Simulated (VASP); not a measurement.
## TiO2: single point with PBE

The system is TiO2.

```xyz
6
Lattice="4.4960 0.0000 0.0000 0.0000 4.4960 0.0000 0.0000 0.0000 2.9174" Properties=species:S:1:pos:R:3 pbc="T T T"
Ti    2.2480    2.2480    0.0000
Ti    0.0000    0.0000    1.4587
O     3.1350    3.1350    1.4587
O     3.6089    0.8870    0.0000
O     0.8870    3.6089    0.0000
O     1.3609    1.3609    1.4587
```

| Quantity | Value |
| --- | --- |
| Program | VASP 6.6.1 |
| Task | single point |
| Functional | PBE |
| Potentials or basis | VASP PAW PBE potentials, release 64 (Ti_sv, O) |
| Cutoff | 520 eV |
| k mesh | 6 × 6 × 10 |
| Occupations | gaussian, width 0.02 eV |
| Spin | no spin polarisation |

| Item | Value |
| --- | --- |
| Pressure | 20.8 GPa |
| Largest force | 0.028 eV/Å |
| Band gap on the k mesh | 1.91 eV |

Forces in eV/Å, atoms in the order of the input:
```
Ti   0.000  0.000  0.000
Ti   0.000  0.000  0.000
O    0.020  0.020  0.000
O   -0.020  0.020  0.000
O    0.020 -0.020  0.000
O   -0.020 -0.020  0.000
```

Stress tensor (GPa, compression positive):
```
20.74  0.00  0.00
 0.00 20.74  0.00
 0.00  0.00 21.00
```

Levels at points of the mesh, in eV from the valence-band top:
```csv
k point,band 21,band 22,band 23,band 24,band 25,band 26,band 27,band 28
"(0.00, 0.00, 0.00)",-0.76,-0.50,-0.50,0.00,1.91,2.21,2.46,2.60
"(0.50, 0.00, 0.00)",-1.81,-1.81,-0.81,-0.81,2.64,2.64,3.23,3.23
"(0.50, 0.50, 0.00)",-1.41,-1.41,-1.14,-1.14,1.95,1.95,2.62,2.62
"(0.00, 0.00, 0.50)",-2.68,-2.68,-1.48,-1.48,3.19,3.19,3.33,3.33
"(0.50, 0.00, 0.50)",-2.17,-2.17,-1.15,-1.15,1.97,1.97,3.36,3.36
"(0.50, 0.50, 0.50)",-1.47,-1.47,-0.68,-0.68,2.75,2.75,3.35,3.35
```

Wall time 3 min on 1 thread of Intel Xeon 8259CL, with other jobs on the host, peak memory 0.23 GiB.

Caveat: the cell stands under pressure. A k mesh can miss the band edges.
